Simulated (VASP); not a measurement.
A run of VASP 6.6.1:

File INCAR:

```
SYSTEM = GaN
PREC     = Accurate       ! precision mode
ENCUT    = 520            ! plane-wave cutoff, eV
EDIFF    = 1E-6           ! SCF threshold, eV
ISMEAR   = 0              ! smearing method
SIGMA    = 0.01           ! smearing width, eV
LREAL    = .FALSE.        ! projectors in reciprocal space
LASPH    = .TRUE.         ! aspherical terms in the spheres
NELM     = 60             ! most SCF steps
ALGO     = Normal         ! electronic algorithm
ISIF     = 2              ! what is computed and relaxed
LWAVE    = .FALSE.        ! write WAVECAR
LCHARG   = .FALSE.        ! write CHGCAR
GGA      = PE             ! functional
NBANDS   = 16             ! bands
```

The input KPOINTS:

```
Automatic mesh
0
G
  6 6 6
  0 0 0
```

Contents of POSCAR:

```
GaN
1.0
    0.0000000000      2.0663449315      2.0663449315
    2.0663449315      0.0000000000      2.0663449315
    2.0663449315      2.0663449315      0.0000000000
Ga N
1 1
Direct
    0.0000000000      0.0000000000      0.0000000000
    0.5000000000      0.5000000000      0.5000000000
```

Potentials or basis: VASP PAW PBE potentials, release 64 (Ga_d, N).

Launch:

```console
$ cat potpaw_PBE.64/Ga_d/POTCAR potpaw_PBE.64/N/POTCAR > POTCAR
$ mpirun -np 1 vasp_std > vasp.out
```

Hardware: 1 thread of Intel Xeon 6975P-C, on a shared host.

Q: How long does it take, and how much memory?

A: Run time: 6.6 s on 1 thread of Intel Xeon 6975P-C, with other jobs on the host, peak memory 0.14 GiB. Counts: scf iterations 13, k points 16.
